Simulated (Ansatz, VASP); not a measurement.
One calculation of CdS, two programs

The input INCAR:

```
PREC = Accurate ; ENCUT = 520
EDIFF = 1E-6 ; ISMEAR = 0
SIGMA = 0.01 ; LREAL = F
LASPH = T ; NELM = 60
ALGO = Normal ; ISIF = 2
LWAVE = F ; LCHARG = F
NBANDS = 26
```

The input KPOINTS:

```
Automatic mesh
0
Gamma
  6 6 4
```

The input POSCAR:

```
CdS
1.0
    4.0017941801      0.0000000000      0.0000000000
   -2.0008970900      3.4656554207      0.0000000000
    0.0000000000      0.0000000000      6.5281316497
Cd S
2 2
Direct
    0.3333333333      0.6666666667     -0.0003086171
    0.6666666667      0.3333333333      0.4996913829
    0.3333333333      0.6666666667      0.3753086171
    0.6666666667      0.3333333333      0.8753086171
```

Input for Ansatz:

```yaml
crystal:
  lattice:
    - [4.00179418009, 0.0, 0.0]
    - [-2.00089709004, 3.46565542068, 0.0]
    - [0.0, 0.0, 6.52813164971]
  atoms:
    - { symbol: Cd, position: [0.333333333333, 0.666666666667, -0.000308617139] }
    - { symbol: Cd, position: [0.666666666667, 0.333333333333, 0.499691382861] }
    - { symbol: S, position: [0.333333333333, 0.666666666667, 0.375308617139] }
    - { symbol: S, position: [0.666666666667, 0.333333333333, 0.875308617139] }
kpoints:
  mp_grid: { grid: [6, 6, 4] }
scf:
  occupations: { method: fixed }
  convergence: { dr2_threshold: 1.0e-10 }
hamiltonian:
  xc: lda
  pseudopotentials: { kind: all_electron, lapw: { basis_error: 0.0005 } }
output:
  forces: true
  stress: true
  eigenstates:
    kpoints:
      - [0.0, 0.0, 0.0]
      - [0.0, 0.0, -0.5]
      - [-0.5, 0.0, 0.0]
      - [-0.5, 0.5, 0.0]
      - [0.0, -0.5, 0.0]
      - [-0.5, 0.0, -0.5]
      - [-0.5, 0.5, -0.5]
      - [0.0, -0.5, -0.5]
  eigenvalues: true
```

Alike in both runs: task single point; functional LDA; k mesh 6 × 6 × 4; no spin polarisation.

|  | VASP | Ansatz |
| --- | --- | --- |
| version | VASP 6.6.1 | Ansatz 0.2.0 |
| potentials or method | VASP PAW LDA potentials, release 64 (Cd, S), cutoff 520 eV | all-electron LAPW, scalar-relativistic |
| occupations | gaussian, width 0.01 eV | fixed |

|  | VASP | Ansatz | Ansatz less VASP |
| --- | --- | --- | --- |
| gap on the k mesh at the Fermi level (eV) | 1.17 | 1.14 | -0.035 |
| pressure (GPa) | 4.7 | 4.0 | -0.66 |

LDA's correlation is that of Perdew and Zunger in VASP and of Perdew and Wang (1992) in Ansatz. Ansatz ran all-electron here, and VASP with PAW potentials.
